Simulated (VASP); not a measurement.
Set up this calculation in VASP 6.6.1, as the native input.

```yaml
Task: relaxation of cell and atoms
Functional: r2SCAN
Potentials_or_basis: VASP PAW PBE potentials, release 64 (Si, C)
Cutoff: 600 eV
k_mesh: 6 × 6 × 6
Occupations: gaussian, width 0.01 eV
Spin: no spin polarisation
Dipole_correction: no
Further_INCAR_settings: ALGO = Normal; EDIFF = 1e-06; IBRION = 2; EDIFFG = -0.002; NSW = 80; ISIF = 3
```

The system is SiC.

```
Si C
1.0
     4.36000    0.00000    0.00000
     0.00000    4.36000    0.00000
     0.00000    0.00000    4.36000
Si C
4 4
Direct
  0.00000 0.00000 0.00000
  0.00000 0.50000 0.50000
  0.50000 0.00000 0.50000
  0.50000 0.50000 0.00000
  0.25000 0.25000 0.25000
  0.25000 0.75000 0.75000
  0.75000 0.25000 0.75000
  0.75000 0.75000 0.25000
```

These files were run (other wordings do the same):

POSCAR

```
SiC
1.0
    4.3600000000      0.0000000000      0.0000000000
    0.0000000000      4.3600000000      0.0000000000
    0.0000000000      0.0000000000      4.3600000000
Si C
4 4
Direct
    0.0000000000      0.0000000000      0.0000000000
    0.0000000000      0.5000000000      0.5000000000
    0.5000000000      0.0000000000      0.5000000000
    0.5000000000      0.5000000000      0.0000000000
    0.2500000000      0.2500000000      0.2500000000
    0.2500000000      0.7500000000      0.7500000000
    0.7500000000      0.2500000000      0.7500000000
    0.7500000000      0.7500000000      0.2500000000
```

INCAR.step1

```
SYSTEM = SiC
  ALGO = Normal
  EDIFF = 1E-4
  ENCUT = 600
  GGA = PE
  ISMEAR = 0
  LASPH = .True.
  LCHARG = .False.
  LREAL = .False.
  LWAVE = .True.
  NELM = 100
  PREC = Accurate
  SIGMA = 0.01
```

INCAR.step2

```
SYSTEM = SiC
  ALGO = Normal
  EDIFF = 1E-6
  EDIFFG = -0.002
  ENCUT = 600
  IBRION = 2
  ISIF = 3
  ISMEAR = 0
  ISTART = 1
  LASPH = .True.
  LCHARG = .False.
  LMIXTAU = .True.
  LREAL = .False.
  LWAVE = .False.
  METAGGA = R2SCAN
  NELM = 100
  NSW = 80
  PREC = Accurate
  SIGMA = 0.01
```

KPOINTS

```
k-points
0
Gamma
  6 6 6
  0 0 0
```

Potentials or basis: VASP PAW PBE potentials, release 64 (Si, C).

Run with:

```sh
$ cat potpaw_PBE.64/Si/POTCAR potpaw_PBE.64/C/POTCAR > POTCAR
$ cp INCAR.step1 INCAR
$ mpirun -np 1 vasp_std > vasp.out
$ cp INCAR.step2 INCAR
$ mpirun -np 1 vasp_std > vasp.out
```

It gave:

| Item | Value |
| --- | --- |
| Relaxed volume | 10.32 Å³/atom |
| Relaxed cell | a = 4.354 Å, b = 4.354 Å, c = 4.354 Å, α = 90.00°, β = 90.00°, γ = 90.00° |
| Space group after relaxing (to 0.1 Å) | F-43m (No. 216) |
| Energy gained by relaxing | 0.1 meV/atom |
| Ionic steps | 3 |
| Pressure after relaxing | 0.0 GPa |
| Band gap on the k mesh | 1.72 eV |

Caveat: the PAW data sets were made with another functional, which shifts forces and pressure a little.

Run time: 7.8 min on 1 thread of Intel Xeon 8259CL, with other jobs on the host, peak memory 0.23 GiB.
